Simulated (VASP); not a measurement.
Wanted: the native input for a VASP 6.6.1 run.

```yaml
Task: single point
Functional: PBE
Potentials_or_basis: VASP PAW PBE potentials, release 64 (Zn, S)
Cutoff: 520 eV
k_mesh: 9 × 9 × 4
Occupations: gaussian, width 0.05 eV
Spin: no spin polarisation
Dipole_correction: no
Further_INCAR_settings: ALGO = Normal; EDIFF = 1e-07; NBANDS = 26
```

The structure of ZnS lies in POSCAR:

```
ZnS
1.0
    4.1424790287      0.0000000000      0.0000000000
   -2.0712395143      3.5874920735      0.0000000000
    0.0000000000      0.0000000000      5.4324469982
Zn S
2 2
Direct
    0.3333333333      0.6666666667      0.0052003725
    0.6666666667      0.3333333333      0.5052003725
    0.3333333333      0.6666666667      0.3533549446
    0.6666666667      0.3333333333      0.8533549446
```

This cell differs from its parent crystal: atoms shifted along a free coordinate, c/a of the conventional cell at fixed volume 1.3114.

One way to write it, as run:

INCAR

```
SYSTEM = ZnS
PREC = Accurate
ENCUT = 520
EDIFF = 1E-7
ISMEAR = 0
SIGMA = 0.05
LREAL = .False.
LASPH = .True.
NELM = 60
ALGO = Normal
ISIF = 2
LWAVE = .False.
LCHARG = .True.
GGA = PE
LELF = .True.
LVHAR = .True.
NBANDS = 26
```

KPOINTS

```
regular mesh
0
Gamma
  9 9 4
  0 0 0
```

Potentials or basis: VASP PAW PBE potentials, release 64 (Zn, S).

Launch:

```sh
$ cat potpaw_PBE.64/Zn/POTCAR potpaw_PBE.64/S/POTCAR > POTCAR
$ mpirun -np 1 vasp_std > vasp.out
```

Results of the run:

* Pressure: 15.9 GPa
* Largest force: 7.066 eV/Å
* Band gap on the k mesh: 2.00 eV

Caveat: the cell stands under pressure; an odd mesh through Γ misses points on the zone boundary, where band edges can lie; forces of over 1 eV/Å act on the atoms, so gaps and moduli don't describe the material at rest.

It took 100 s on 1 thread of Intel Xeon 8259CL, on a shared host, peak memory 0.23 GiB.
